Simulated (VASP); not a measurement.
# BaTiO3 (Amm2) in VASP: notebook

The runs below take BaTiO3 through single point, with PBE.

Program: VASP 6.6.1. These are calculated values, not measurements. Logs are shortened: lines on timing, memory, paths and dates and some standing lists are left out, and cuts for length are marked.

### Step 1. The cell of the first run

The structure is orthorhombic, space group Amm2 (No. 38). The conventional cell has a = 4.019 Å, b = 5.684 Å, c = 5.684 Å, α = 90.00°, β = 90.00°, γ = 90.00°. Within 3.6 Å of Ba (site symmetry mm2) lie 12 O at 2.74 to 2.94 Å and 8 Ti at 3.48 Å. Within 2.7 Å of Ti (site symmetry mm2) lie 6 O at 2.01 Å. Within 3.0 Å of O (site symmetry mm2) lie 2 Ti at 2.01 Å and 4 Ba at 2.74 to 2.94 Å and 8 O at 2.79 to 2.89 Å. Within 2.9 Å of O (site symmetry m) lie 2 Ti at 2.01 Å and 8 O at 2.79 to 2.89 Å and 4 Ba at 2.84 Å.

### Step 2. Single point, PBE (atom 3 (O) moved +0.100 Å towards its neighbour atom 1 (Ba) at 2.842 Å)

INCAR reads:

```
PREC = Accurate
ENCUT = 520
EDIFF = 1E-7
ISMEAR = 0
SIGMA = 0.05
LREAL = False
LASPH = True
NELM = 60
ALGO = Normal
ISIF = 2
LWAVE = False
LCHARG = True
GGA = PE
LELF = True
LVHAR = True
NBANDS = 28
```

KPOINTS reads:

```
Automatic mesh
0
Gamma
  8 8 8
```

POSCAR reads:

```
BaTiO3
1.0
    4.0192501416      0.0000000000      0.0000000000
    0.0000000000      4.0192501416      0.0000000000
    0.0000000000      0.0000000000      4.0192501416
Ba Ti O
1 1 3
Direct
    0.5000000000      0.5000000000      0.5000000000
    0.0000000000      0.0000000000      0.0000000000
    0.5000000000     -0.0175930026     -0.0175930026
    0.0000000000      0.5000000000      0.0000000000
    0.0000000000      0.0000000000      0.5000000000
```

Potentials or basis: VASP PAW PBE potentials, release 64 (Ba_sv, Ti_sv, O).

Command:

```console
cat potpaw_PBE.64/Ba_sv/POTCAR potpaw_PBE.64/Ti_sv/POTCAR potpaw_PBE.64/O/POTCAR > POTCAR
mpirun -np 1 vasp_std > vasp.out
```

OUTCAR:

```text
PREC = Accurate
   ENCUT = 520
   EDIFF = 1E-7
   ISMEAR = 0
   LREAL = False
   LASPH = True
   NELM = 60
   ISIF = 2
   GGA = PE

 ion  position               nearest neighbor table
   1  0.500  0.500  0.500-   3 2.74   4 2.84   5 2.84   4 2.84   5 2.84   4 2.84   5 2.84   4 2.84
                             5 2.84   3 2.84   3 2.84   3 2.94   2 3.48   2 3.48   2 3.48   2 3.48
   2  0.000  0.000  0.000-   4 2.01   5 2.01   5 2.01   4 2.01   3 2.01   3 2.01   1 3.48   1 3.48
                             1 3.48   1 3.48   1 3.48   1 3.48   1 3.48   1 3.48
   3  0.500  0.982  0.982-   2 2.01   2 2.01   1 2.74   1 2.84   1 2.84   1 2.94
   4  0.000  0.500  0.000-   2 2.01   2 2.01   1 2.84   1 2.84   1 2.84   1 2.84
   5  0.000  0.000  0.500-   2 2.01   2 2.01   1 2.84   1 2.84   1 2.84   1 2.84

  LATTYP: Found a simple cubic cell.
 ALAT       =     4.0192501416

  Lattice vectors:

 A1 = (   4.0192501416,   0.0000000000,   0.0000000000)
 A2 = (   0.0000000000,   4.0192501416,   0.0000000000)
 A3 = (   0.0000000000,   0.0000000000,   4.0192501416)

Analysis of symmetry for initial positions (statically):
=====================================================================
 Subroutine PRICEL returns:
 Original cell was already a primitive cell.

 Routine SETGRP: Setting up the symmetry group for a
 simple cubic supercell.

 Subroutine GETGRP returns: Found  4 space group operations
 (whereof  4 operations were pure point group operations)
 out of a pool of 48 trial point group operations.

The static configuration has the point symmetry C_2v.

Analysis of symmetry for dynamics (positions and initial velocities):
=====================================================================
 Subroutine PRICEL returns:
 Original cell was already a primitive cell.

 Routine SETGRP: Setting up the symmetry group for a
 simple cubic supercell.

 Subroutine GETGRP returns: Found  4 space group operations
 (whereof  4 operations were pure point group operations)
 out of a pool of 48 trial point group operations.

The dynamic configuration has the point symmetry C_2v.

 Subroutine INISYM returns: Found  4 space group operations
 (whereof  4 operations are pure point group operations),
 and found     1 'primitive' translations

----------------------------------------------------------------------------------------

                                     Primitive cell

  volume of cell :      64.9285

  direct lattice vectors                    reciprocal lattice vectors
     4.019250142  0.000000000  0.000000000     0.248802629  0.000000000  0.000000000
     0.000000000  4.019250142  0.000000000     0.000000000  0.248802629  0.000000000
     0.000000000  0.000000000  4.019250142     0.000000000  0.000000000  0.248802629

[... 96 lines left out ...]
   ISYM   =      2    0-nonsym 1-usesym 2-fastsym
   POTIM  = 0.5000    time-step for ionic-motion
   TEBEG  =    0.0;   TEEND  =   0.0 temperature during run
   PSTRESS=    0.0 pullay stress
   NELECT =      40.0000    total number of electrons
   NUPDOWN=      -1.0000    fix difference up-down
   EMIN   =  10.00;   EMAX   =-10.00  energy-range for DOS
   EFERMI =   0.00;   METHOD = LEGACY
   ISMEAR =     0;   SIGMA  =   0.05  broadening in eV -4-tet -1-fermi 0-gaus
   EFERMI_NEDOS =   21; number of points for ismear=-14 and -15
   IALGO  =     38    algorithm
   IMIX   =      4    mixing-type and parameters
     AMIX     =   0.40;   BMIX     =  1.00
     AMIX_MAG =   1.60;   BMIX_MAG =  1.00
  volume/ion in A,a.u.               =      12.99        87.63
  Fermi-wavevector in a.u.,A,eV,Ry     =   1.392996  2.632380 26.401250  1.940437
  Thomas-Fermi vector in A             =   2.516685
   LORBIT       =      0    0 simple, 1 ext, 2 COOP (PROOUT), +10 PAW based schemes
   GGA     = PE    functional components
   LHFCALC =     F    Hartree Fock is set to
   AEXX    =    0.0000 exact exchange contribution
   IVDW    =     0    specifies the selected vdW correction
   LEPSILON=     F    determine dielectric tensor
   LRPA    =     F    only Hartree local field effects (RPA)
 non-spin polarized calculation
 Gauss-broadening in eV      SIGMA  =   0.05
  energy-cutoff  :      520.00
  volume of cell :       64.93
 maximum number of plane-waves:      1775
 NGX is ok and might be reduce to    30
   NGX = 15   NGY = 15   NGZ = 15

 number of electron      39.9999976 magnetization

 Free energy of the ion-electron system (eV)
  ---------------------------------------------------
  ext. energy  EPLUGINS =         0.00000000
  ---------------------------------------------------
  free energy    TOTEN  =       -39.95422719 eV

  energy without entropy =      -39.95422719  energy(sigma->0) =      -39.95422719

 E-fermi :   3.9842     XC(G=0): -11.1939

 val. band max:        3.7452426520   @ k =   0.5000   0.5000   0.5000
 cond. band min:       5.4547391608   @ k =   0.0000   0.0000   0.0000
 fundamental gap:      1.7094965088
 Fermi energy:         3.9841973301

 k-point     1 :       0.0000    0.0000    0.0000
  band No.  band energies     occupation
      1     -52.9575      2.00000
      2     -29.1617      2.00000
      3     -29.1614      2.00000
      4     -29.1610      2.00000
      5     -21.0990      2.00000
      6     -13.1283      2.00000
[... 733 lines left out ...]
     27      10.9514      0.00000
     28      12.2165      0.00000

 [... further k-points ...]

------------------------ aborting loop because EDIFF is reached ----------------------------------------

  FORCE on cell =-STRESS in cart. coord.  units (eV):
  Direction    XX          YY          ZZ          XY          YZ          ZX
  --------------------------------------------------------------------------------------
  -------------------------------------------------------------------------------------
  Total        0.6710643      0.7330831      0.7330831     -0.0000000      0.0303140     -0.0000000
  in kB       16.5592102     18.0895872     18.0895872     -0.0000000      0.7480286     -0.0000000
  external PRESSURE =      17.5794615 kB  Pullay stress =       0.0000000 kB

 VOLUME and BASIS-vectors are now :
 -----------------------------------------------------------------------------
  energy-cutoff  :      520.00
  volume of cell :       64.93
      direct lattice vectors                 reciprocal lattice vectors
     4.019250142  0.000000000  0.000000000     0.248802629  0.000000000  0.000000000
     0.000000000  4.019250142  0.000000000     0.000000000  0.248802629  0.000000000
     0.000000000  0.000000000  4.019250142     0.000000000  0.000000000  0.248802629

 POSITION                                       TOTAL-FORCE (eV/Angst)
 -----------------------------------------------------------------------------------
      2.00963      2.00963      2.00963        -0.000000     -0.066515     -0.066515
      0.00000      0.00000      0.00000        -0.000000     -0.049390     -0.049390
      2.00963      3.94854      3.94854        -0.000000      0.392617      0.392617
      0.00000      2.00963      0.00000         0.000000     -0.319152      0.042439
      0.00000      0.00000      2.00963        -0.000000      0.042439     -0.319152
 -----------------------------------------------------------------------------------
    total drift:                                0.000000      0.000012      0.000012

  FREE ENERGIE OF THE ION-ELECTRON SYSTEM (eV)
  ---------------------------------------------------
  free  energy   TOTEN  =       -39.9542271885 eV

  energy  without entropy=      -39.9542271885  energy(sigma->0) =      -39.95422719
```

stdout:

```text
POSCAR found type information on POSCAR BaTiO
 POSCAR found :  3 types and       5 ions
 scaLAPACK will be used
 LDA part: xc-table for (Slater+PW92), standard interpolation
 POSCAR, INCAR and KPOINTS ok, starting setup
 FFT: planning ... GRIDC
 FFT: planning ... GRID_SOFT
 FFT: planning ... GRID
 WAVECAR not read
 entering main loop
```

Run time: 1.9 min. Hardware: 1 thread of Intel Xeon Platinum 8488C (Sapphire Rapids), shared host; peak memory 0.31 GiB.

What came out:

```
Free energy            : -39.9542 eV
Pressure               : 1.8 GPa
Largest force          : 0.555 eV/Å
Band gap on the k mesh : 1.71 eV (least direct gap 1.88 eV)
```

Forces in eV/Å, atoms in the order of the input:
```
Ba   0.000 -0.067 -0.067
Ti   0.000 -0.049 -0.049
O    0.000  0.393  0.393
O    0.000 -0.319  0.042
O    0.000  0.042 -0.319
```

Caveat: the cell differs from its parent crystal (atom 3 (O) moved +0.100 Å towards its neighbour atom 1 (Ba) at 2.842 Å); spin-orbit coupling is left out, which moves the levels of the heavy elements. A k mesh can miss the band edges.

### Step 3. Single point, PBE (atom 3 (O) moved +0.060 Å towards its neighbour atom 1 (Ba) at 2.842 Å)

INCAR reads:

```
ALGO = Normal
EDIFF = 1E-6
ENCUT = 520
GGA = PE
ISIF = 2
ISMEAR = 0
LASPH = True
LCHARG = False
LREAL = False
LWAVE = False
NBANDS = 28
NELM = 100
PREC = Accurate
SIGMA = 0.05
```

KPOINTS reads:

```
k-points
0
Gamma
  8 8 8
```

POSCAR: that of step 2 with these lines changed.

```diff
@@ -10,3 +10,3 @@
     0.0000000000      0.0000000000      0.0000000000
-    0.5000000000     -0.0175930026     -0.0175930026
+    0.5000000000     -0.0105558015     -0.0105558015
     0.0000000000      0.5000000000      0.0000000000
```

Potentials or basis: VASP PAW PBE potentials, release 64 (Ba_sv, Ti_sv, O).

Command:

```console
cat potpaw_PBE.64/Ba_sv/POTCAR potpaw_PBE.64/Ti_sv/POTCAR potpaw_PBE.64/O/POTCAR > POTCAR
mpirun -np 1 vasp_std > vasp.out
```

OUTCAR:

```text
EDIFF = 1E-6
   ENCUT = 520
   GGA = PE
   ISIF = 2
   ISMEAR = 0
   LASPH = True
   LREAL = False
   NELM = 100
   PREC = Accurate

 ion  position               nearest neighbor table
   1  0.500  0.500  0.500-   3 2.78   4 2.84   5 2.84   4 2.84   5 2.84   4 2.84   5 2.84   4 2.84
                             5 2.84   3 2.84   3 2.84   3 2.90   2 3.48   2 3.48   2 3.48   2 3.48
   2  0.000  0.000  0.000-   4 2.01   5 2.01   5 2.01   4 2.01   3 2.01   3 2.01   1 3.48   1 3.48
                             1 3.48   1 3.48   1 3.48   1 3.48   1 3.48   1 3.48
   3  0.500  0.989  0.989-   2 2.01   2 2.01   1 2.78   1 2.84   1 2.84   1 2.90
   4  0.000  0.500  0.000-   2 2.01   2 2.01   1 2.84   1 2.84   1 2.84   1 2.84
   5  0.000  0.000  0.500-   2 2.01   2 2.01   1 2.84   1 2.84   1 2.84   1 2.84

  LATTYP: Found a simple cubic cell.
 ALAT       =     4.0192501416

  Lattice vectors:

 A1 = (   4.0192501416,   0.0000000000,   0.0000000000)
 A2 = (   0.0000000000,   4.0192501416,   0.0000000000)
 A3 = (   0.0000000000,   0.0000000000,   4.0192501416)

Analysis of symmetry for initial positions (statically):
[... 184 lines left out ...]
 fundamental gap:      1.7161581407
 Fermi energy:         3.9831922079

 k-point     1 :       0.0000    0.0000    0.0000
  band No.  band energies     occupation
      1     -52.9544      2.00000
      2     -29.1587      2.00000
      3     -29.1586      2.00000
      4     -29.1584      2.00000
      5     -21.1031      2.00000
      6     -13.1271      2.00000
[... 733 lines left out ...]
     27      10.9506      0.00000
     28      12.2204      0.00000

 [... further k-points ...]

------------------------ aborting loop because EDIFF is reached ----------------------------------------

  FORCE on cell =-STRESS in cart. coord.  units (eV):
  Direction    XX          YY          ZZ          XY          YZ          ZX
  --------------------------------------------------------------------------------------
  -------------------------------------------------------------------------------------
  Total        0.6866102      0.7092907      0.7092907     -0.0000000      0.0107400      0.0000000
  in kB       16.9428202     17.5024860     17.5024860     -0.0000000      0.2650202      0.0000000
  external PRESSURE =      17.3159308 kB  Pullay stress =       0.0000000 kB

 VOLUME and BASIS-vectors are now :
 -----------------------------------------------------------------------------
  energy-cutoff  :      520.00
  volume of cell :       64.93
      direct lattice vectors                 reciprocal lattice vectors
     4.019250142  0.000000000  0.000000000     0.248802629  0.000000000  0.000000000
     0.000000000  4.019250142  0.000000000     0.000000000  0.248802629  0.000000000
     0.000000000  0.000000000  4.019250142     0.000000000  0.000000000  0.248802629

 POSITION                                       TOTAL-FORCE (eV/Angst)
 -----------------------------------------------------------------------------------
      2.00963      2.00963      2.00963         0.000000     -0.037803     -0.037803
      0.00000      0.00000      0.00000         0.000000     -0.028822     -0.028822
      2.00963      3.97682      3.97682         0.000000      0.233394      0.233394
      0.00000      2.00963      0.00000        -0.000000     -0.192295      0.025525
      0.00000      0.00000      2.00963         0.000000      0.025525     -0.192295
 -----------------------------------------------------------------------------------
    total drift:                                0.000000      0.000142      0.000143

  FREE ENERGIE OF THE ION-ELECTRON SYSTEM (eV)
  ---------------------------------------------------
  free  energy   TOTEN  =       -39.9719128156 eV

  energy  without entropy=      -39.9719128156  energy(sigma->0) =      -39.97191282
```

Run time: 2.4 min. Hardware: 1 thread of Intel Xeon Platinum 8488C (Sapphire Rapids), shared host; peak memory 0.3 GiB.

Results:

```
Free energy            : -39.9719 eV
Pressure               : 1.7 GPa
Largest force          : 0.330 eV/Å
Band gap on the k mesh : 1.72 eV (least direct gap 1.88 eV)
```

Forces in eV/Å, atoms in the order of the input:
```
Ba   0.000 -0.038 -0.038
Ti   0.000 -0.029 -0.029
O    0.000  0.233  0.233
O    0.000 -0.192  0.026
O    0.000  0.026 -0.192
```

Levels at points of the mesh, in eV from the valence-band top:
| k point | band 18 | band 19 | band 20 | band 21 | band 22 | band 23 |
| --- | --- | --- | --- | --- | --- | --- |
| (0.00, 0.00, 0.00) | -0.17 | -0.17 | -0.16 | 1.72 | 1.72 | 1.75 |
| (0.50, 0.00, 0.00) | -1.74 | -0.72 | -0.72 | 1.87 | 3.40 | 3.41 |
| (0.00, 0.50, 0.00) | -1.82 | -0.72 | -0.72 | 1.88 | 3.42 | 3.42 |
| (0.50, 0.50, 0.00) | -0.88 | -0.88 | -0.09 | 3.42 | 3.42 | 3.83 |
| (0.00, 0.50, 0.50) | -0.88 | -0.88 | -0.09 | 3.42 | 3.43 | 3.83 |
| (0.50, 0.50, 0.50) | -0.01 | 0.00 | 0.00 | 4.06 | 4.07 | 4.08 |

Caveat: the cell differs from its parent crystal (atom 3 (O) moved +0.060 Å towards its neighbour atom 1 (Ba) at 2.842 Å); spin-orbit coupling is left out, which moves the levels of the heavy elements.
